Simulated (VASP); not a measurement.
## MoS2: relaxation of cell and atoms with LDA

Slab: MoS2, a slab with vacuum.

```
S Mo
1.0
     3.12048    0.00000    0.00000
    -1.56024    2.70242    0.00000
     0.00000    0.00000   15.61438
S Mo
2 1
Direct
  0.33333 0.66667 0.90044
  0.33333 0.66667 0.09956
  0.00000 0.00000 0.00000
```

```yaml
Program: VASP 6.6.1
Task: relaxation of cell and atoms
Functional: LDA
Potentials_or_basis: VASP PAW LDA potentials, release 64 (S, Mo_sv)
Cutoff: 600 eV
k_mesh: 12 × 12 × 2
Occupations: gaussian, width 0.02 eV
Spin: no spin polarisation
Dipole_correction: no
Further_INCAR_settings: ALGO = Normal; EDIFF = 1e-07; IBRION = 2; EDIFFG = -0.01; NSW = 80; ISIF = 3
```

```yaml
Relaxed_cell: a = 3.120 Å, b = 3.120 Å, c = 15.606 Å, α = 90.00°, β = 90.00°, γ = 120.00°
Space_group_after_relaxing_to_0.05_Å: P-6m2 (No. 187)
Energy_gained_by_relaxing: 0.0 meV/atom
Ionic_steps: 3
Largest_force_after_relaxing: 0.003 eV/Å
Band_gap_on_the_k_mesh: 1.87 eV, direct
```

Forces in eV/Å, atoms in the order of the input:
```
S    0.000  0.000 -0.003
S    0.000  0.000  0.003
Mo   0.000  0.000  0.000
```

Final structure:
```yaml
crystal:
  lattice:
    - [3.12040, 0.00000, 0.00000]
    - [-1.56020, 2.70235, 0.00000]
    - [0.00000, 0.00000, 15.60612]
  atoms:
    - { symbol: S, position: [0.33333, 0.66667, 0.90047] }
    - { symbol: S, position: [0.33333, 0.66667, 0.09953] }
    - { symbol: Mo, position: [0.00000, 0.00000, 0.00000] }
```

Levels at points of the mesh, in eV from the valence-band top:
```
           k point  band 10  band 11  band 12  band 13  band 14  band 15  band 16  band 17
(0.00, 0.00, 0.00)    -1.89    -1.45    -1.45    -0.11     2.96     2.96     3.25     3.25
(0.50, 0.00, 0.00)    -3.22    -1.92    -0.83    -0.63     2.48     2.98     3.99     4.57
(0.00, 0.00, 0.50)    -1.89    -1.45    -1.45    -0.11     2.96     2.96     3.25     3.25
(0.50, 0.00, 0.50)    -3.22    -1.92    -0.83    -0.63     2.48     2.98     3.99     4.57
```

Run time: 3.9 min on 1 thread of Intel(R) Xeon(R) Platinum 8488C (Sapphire Rapids), on a shared host, peak memory 0.3 GiB.
